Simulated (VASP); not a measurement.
# NaCl (Fm-3m) in VASP: further runs, part 2 of 2

VASP 6.6.1. Earlier steps stand in the parts before.

## (4) Single point, PBE-based screened hybrid with 30 % exact exchange

POSCAR reads:

```
NaCl
1.0
    0.0000000000      2.8026988074      2.8026988074
    2.8026988074      0.0000000000      2.8026988074
    2.8026988074      2.8026988074      0.0000000000
Na Cl
1 1
Direct
    0.0000000000      0.0000000000      0.0000000000
    0.5000000000      0.5000000000      0.5000000000
```

INCAR.step1 reads:

```
SYSTEM = NaCl
PREC = Accurate ; ENCUT = 520
EDIFF = 1E-5 ; ISMEAR = 0
SIGMA = 0.01 ; LREAL = .False.
LASPH = .True. ; NELM = 60
ALGO = Normal ; ISIF = 2
LWAVE = .True. ; LCHARG = .False.
GGA = PE ; NBANDS = 14
```

INCAR.step2 reads:

```
SYSTEM = NaCl
PREC = Accurate ; ENCUT = 520
EDIFF = 1E-6 ; ISMEAR = 0
SIGMA = 0.01 ; LREAL = .False.
LASPH = .True. ; NELM = 60
ALGO = Normal ; ISIF = 2
LWAVE = .False. ; LCHARG = .False.
GGA = PE ; LHFCALC = .True.
AEXX = 0.3 ; HFSCREEN = 0.5
PRECFOCK = Normal ; ISTART = 1
NBANDS = 14
```

KPOINTS reads:

```
Automatic mesh
0
Gamma
  4 4 4
  0 0 0
```

Potentials or basis: VASP PAW PBE potentials, release 64 (Na_pv, Cl).

The run is started by

```bash
$ cat potpaw_PBE.64/Na_pv/POTCAR potpaw_PBE.64/Cl/POTCAR > POTCAR
$ cp INCAR.step1 INCAR
$ mpirun -np 1 vasp_std > vasp.out
$ cp INCAR.step2 INCAR
$ mpirun -np 1 vasp_std > vasp.out
```

OUTCAR:

```text
SYSTEM = NaCl
   PREC = Accurate
   ENCUT = 520
   EDIFF = 1E-6
   ISMEAR = 0
   LREAL = .False.
   LASPH = .True.
   NELM = 60
   ISIF = 2
   GGA = PE
   LHFCALC = .True.
   AEXX = 0.3
   HFSCREEN = 0.5
   PRECFOCK = Normal
   ISTART = 1

 ion  position               nearest neighbor table
   1  0.000  0.000  0.000-
   2  0.500  0.500  0.500-

  LATTYP: Found a face centered cubic cell.
 ALAT       =     5.6053976148

  Lattice vectors:

 A1 = (   0.0000000000,   2.8026988074,   2.8026988074)
 A2 = (   2.8026988074,   0.0000000000,   2.8026988074)
 A3 = (   2.8026988074,   2.8026988074,   0.0000000000)

Analysis of symmetry for initial positions (statically):
=====================================================================
 Subroutine PRICEL returns:
 Original cell was already a primitive cell.

 Routine SETGRP: Setting up the symmetry group for a
 face centered cubic supercell.

 Subroutine GETGRP returns: Found 48 space group operations
 (whereof 48 operations were pure point group operations)
 out of a pool of 48 trial point group operations.

The static configuration has the point symmetry O_h .

Analysis of symmetry for dynamics (positions and initial velocities):
=====================================================================
 Subroutine PRICEL returns:
 Original cell was already a primitive cell.

 Routine SETGRP: Setting up the symmetry group for a
 face centered cubic supercell.

 Subroutine GETGRP returns: Found 48 space group operations
 (whereof 48 operations were pure point group operations)
 out of a pool of 48 trial point group operations.

The dynamic configuration has the point symmetry O_h .

 Subroutine INISYM returns: Found 48 space group operations
 (whereof 48 operations are pure point group operations),
 and found     1 'primitive' translations

----------------------------------------------------------------------------------------

                                     Primitive cell

  volume of cell :      44.0311

  direct lattice vectors                    reciprocal lattice vectors
     0.000000000  2.802698807  2.802698807    -0.178399476  0.178399476  0.178399476
     2.802698807  0.000000000  2.802698807     0.178399476 -0.178399476  0.178399476
     2.802698807  2.802698807  0.000000000     0.178399476  0.178399476 -0.178399476

  length of vectors
     3.963614665  3.963614665  3.963614665     0.308996957  0.308996957  0.308996957

  position of ions in fractional coordinates (direct lattice)
     0.000000000  0.000000000  0.000000000
     0.500000000  0.500000000  0.500000000

  ion indices of the primitive-cell ions
   primitive index   ion index
                 1           1
                 2           2

----------------------------------------------------------------------------------------

 KPOINTS: Automatic mesh

Automatic generation of k-mesh.
 Grid dimensions read from file:
 generate k-points for:    4    4    4

 Generating k-lattice:

  Cartesian coordinates                     Fractional coordinates (reciprocal lattice)
    -0.044599869  0.044599869  0.044599869     0.250000000  0.000000000  0.000000000
[... 32 lines left out ...]
 SYSTEM =  NaCl
   PREC   = accura    normal or accurate (medium, high low for compatibility)
   ISTART =      1    job   : 0-new  1-cont  2-samecut
   ICHARG =      0    charge: 1-file 2-atom 10-const
   ISPIN  =      1    spin polarized calculation?
   LNONCOLLINEAR =      F non collinear calculations
   LSORBIT =      F    spin-orbit coupling
   LASPH  =      T    aspherical Exc in radial PAW
   ENCUT  =  520.0 eV  38.22 Ry    6.18 a.u.   7.37  7.37  7.37*2*pi/ulx,y,z
   NELM   =     60;   NELMIN=  2; NELMDL=  0     # of ELM steps
   EDIFF  = 0.1E-05   stopping-criterion for ELM
   LREAL  =      F    real-space projection
   EDIFFG = 0.1E-04   stopping-criterion for IOM
   NSW    =      0    number of steps for IOM
   IBRION =     -1    ionic relax: 0-MD 1-quasi-New 2-CG
   NFREE  =      0    steps in history (QN), initial steepest desc. (CG)
   ISIF   =      2    stress and relaxation
   ISYM   =      3    0-nonsym 1-usesym 2-fastsym
   POTIM  = 0.5000    time-step for ionic-motion
   TEBEG  =    0.0;   TEEND  =   0.0 temperature during run
   PSTRESS=    0.0 pullay stress
   NELECT =      14.0000    total number of electrons
   NUPDOWN=      -1.0000    fix difference up-down
   EMIN   =  10.00;   EMAX   =-10.00  energy-range for DOS
   EFERMI =   0.00;   METHOD = LEGACY
   ISMEAR =     0;   SIGMA  =   0.01  broadening in eV -4-tet -1-fermi 0-gaus
   EFERMI_NEDOS =   21; number of points for ismear=-14 and -15
   IALGO  =     38    algorithm
   IMIX   =      1    mixing-type and parameters
     AMIX     =   0.40;   BMIX     =  1.00
     AMIX_MAG =   1.60;   BMIX_MAG =  1.00
  volume/ion in A,a.u.               =      22.02       148.57
  Fermi-wavevector in a.u.,A,eV,Ry     =   1.117372  2.111527 16.987146  1.248520
  Thomas-Fermi vector in A             =   2.253994
   LORBIT       =      0    0 simple, 1 ext, 2 COOP (PROOUT), +10 PAW based schemes
   GGA     = PE    functional components
   LHFCALC =     T    Hartree Fock is set to
   PRECFOCK=normal    Normal, Fast or Accurate (Low or Medium for compatibility)
   ENCUT4O =  -1.0   cutoff for four orbital integrals eV
   NKREDX  =     1    reduce k-point grid by
   NKREDY  =     1    reduce k-point grid by
   NKREDZ  =     1    reduce k-point grid by
   AEXX    =    0.3000 exact exchange contribution
   HFSCREEN=    0.5000 screening length (either q_TF or 0.3 A-1)
   HFSCREENC=   0.5000 screening length for correlation (either q_TF or 0.3 A-1)
   ENCUTFOCK=  -1.0 apply spherical cutoff to Coloumb kernel
   IVDW    =     0    specifies the selected vdW correction
   LEPSILON=     F    determine dielectric tensor
   LRPA    =     F    only Hartree local field effects (RPA)
 non-spin polarized calculation
 Gauss-broadening in eV      SIGMA  =   0.01
  energy-cutoff  :      520.00
  volume of cell :       44.03
 maximum number of plane-waves:      1243
 NGX is ok and might be reduce to    30
  NGX = 24; NGY = 24; NGZ = 24

 number of electron      14.0000003 magnetization

 Free energy of the ion-electron system (eV)
  ---------------------------------------------------
  ext. energy  EPLUGINS =         0.00000000
  ---------------------------------------------------
  free energy    TOTEN  =        -7.53073211 eV

  energy without entropy =       -7.53073211  energy(sigma->0) =       -7.53073211

 E-fermi :  -1.2101     XC(G=0):  -7.0532

 val. band max:       -1.3315350735   @ k =   0.0000   0.0000   0.0000
 cond. band min:       4.7302363091   @ k =   0.0000   0.0000   0.0000
 fundamental gap:      6.0617713825
 Fermi energy:        -1.2101131667

 k-point     1 :       0.0000    0.0000    0.0000
  band No.  band energies     occupation
      1     -24.3849      2.00000
      2     -24.3849      2.00000
      3     -24.3849      2.00000
      4     -15.2138      2.00000
      5      -1.3315      2.00000
      6      -1.3315      2.00000
      7      -1.3315      2.00000
      8       4.7302      0.00000
      9      10.7608      0.00000
     10      10.7608      0.00000
     11      10.7608      0.00000
     12      13.0794      0.00000
     13      13.0794      0.00000
     14      14.5225      0.00000
[... 105 lines left out ...]
      1     -24.3982      2.00000
      2     -24.3982      2.00000
      3     -24.3946      2.00000
      4     -14.7736      2.00000
      5      -2.5906      2.00000
      6      -2.5906      2.00000
      7      -2.1256      2.00000
      8       8.5395      0.00000
      9       9.3389      0.00000
     10       9.3389      0.00000
     11      11.1356      0.00000
     12      15.6700      0.00000
     13      15.6700      0.00000
     14      16.3183      0.00000

------------------------ aborting loop because EDIFF is reached ----------------------------------------

  FORCE on cell =-STRESS in cart. coord.  units (eV):
  Direction    XX          YY          ZZ          XY          YZ          ZX
  --------------------------------------------------------------------------------------
  -------------------------------------------------------------------------------------
  Total        0.2022051      0.2022051      0.2022051     -0.0000000     -0.0000000      0.0000000
  in kB        7.3577232      7.3577232      7.3577232     -0.0000000     -0.0000000      0.0000000
  external PRESSURE =       7.3577232 kB  Pullay stress =       0.0000000 kB

 VOLUME and BASIS-vectors are now :
 -----------------------------------------------------------------------------
  energy-cutoff  :      520.00
  volume of cell :       44.03
      direct lattice vectors                 reciprocal lattice vectors
     0.000000000  2.802698807  2.802698807    -0.178399476  0.178399476  0.178399476
     2.802698807  0.000000000  2.802698807     0.178399476 -0.178399476  0.178399476
     2.802698807  2.802698807  0.000000000     0.178399476  0.178399476 -0.178399476

 POSITION                                       TOTAL-FORCE (eV/Angst)
 -----------------------------------------------------------------------------------
      0.00000      0.00000      0.00000         0.000000      0.000000      0.000000
      2.80270      2.80270      2.80270        -0.000000     -0.000000     -0.000000
 -----------------------------------------------------------------------------------
    total drift:                               -0.000003     -0.000003     -0.000003

  FREE ENERGIE OF THE ION-ELECTRON SYSTEM (eV)
  ---------------------------------------------------
  free  energy   TOTEN  =        -7.5307321061 eV

  energy  without entropy=       -7.5307321061  energy(sigma->0) =       -7.53073211
```

It took 3.2 min on 1 thread of Oxide Virtual Turin-like, shared host; peak memory 0.23 GiB.

What came out:

```
Free energy            : -7.5307 eV
Pressure               : 0.7 GPa
Band gap on the k mesh : 6.06 eV
```

Caveat: the k points lie up to 0.49 Å⁻¹ apart; the PAW data sets were made with another functional, which shifts forces and pressure a little.

## (5) Summary

| level | k mesh | grid for exact exchange (PRECFOCK) | share of exact exchange | screening parameter | gap on the mesh (eV) | pressure (GPa) |
| --- | --- | --- | --- | --- | --- | --- |
| PBEsol | 6 × 6 × 6 | - | - | - | 5.00 | 0.0 |
| HSE06 | 4 × 4 × 4 | Normal | 0.25 | 0.2079 1/Å | 6.55 | 0.7 |
| PBE-based screened hybrid with 30 % exact exchange | 4 × 4 × 4 | Normal | 0.3 | 0.5 1/Å | 6.06 | 0.7 |

Alike in all rows: task single point; potentials or basis VASP PAW PBE potentials, release 64 (Na_pv, Cl); no spin polarisation; cell as given; cutoff (eV) 520; smearing gaussian 0.01 eV.

Caveats: some runs use coarse meshes; the PAW data sets were made with another functional, which shifts forces and pressure a little.

Absolute energies hang on the potentials; compare differences alone.
